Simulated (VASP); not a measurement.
A run of VASP 6.6.1 is set up as follows.

INCAR

```
SYSTEM = SrO
PREC     = Accurate       ! precision mode
ENCUT    = 520            ! plane-wave cutoff, eV
EDIFF    = 1E-8           ! SCF threshold, eV
ISMEAR   = 0              ! smearing method
SIGMA    = 0.01           ! smearing width, eV
LREAL    = .False.        ! projectors in reciprocal space
LASPH    = .True.         ! aspherical terms in the spheres
NELM     = 60             ! most SCF steps
ALGO     = Normal         ! electronic algorithm
ISIF     = 2              ! what is computed and relaxed
LWAVE    = .False.        ! write WAVECAR
LCHARG   = .True.         ! write CHGCAR
GGA      = PS             ! functional
NBANDS   = 15             ! bands
IBRION   = 8              ! ionic algorithm
NSW      = 1              ! ionic steps
LEPSILON = .True.         ! dielectric tensor by DFPT
```

Contents of KPOINTS:

```
regular mesh
0
Gamma
  8 8 8
  0 0 0
```

File POSCAR:

```
SrO
1.0
    0.0000000000      2.5612507335      2.5612507335
    2.5612507335      0.0000000000      2.5612507335
    2.5612507335      2.5612507335      0.0000000000
Sr O
1 1
Direct
    0.5000000000      0.5000000000      0.5000000000
    0.0000000000      0.0000000000      0.0000000000
```

Potentials or basis: VASP PAW PBE potentials, release 64 (Sr_sv, O).

Launch:

```bash
$ cat potpaw_PBE.64/Sr_sv/POTCAR potpaw_PBE.64/O/POTCAR > POTCAR
$ mpirun -np 1 vasp_std > vasp.out
```

**Question.** Predict the electronic dielectric tensor (diagonal).

**Answer.** 3.89.

**Question.** Estimate the Born charges (mean of the diagonal).

**Answer.** Sr +2.46; O -2.46 e.

**Question.** Predict the highest phonon frequency at Γ, LO-TO splitting left out.

**Answer.** 210 cm⁻¹.

Phonon frequencies in cm⁻¹ (negative: imaginary):
| q point | frequencies |
| --- | --- |
| (0.000, 0.000, 0.000) | 0 0 0 210 210 210 |
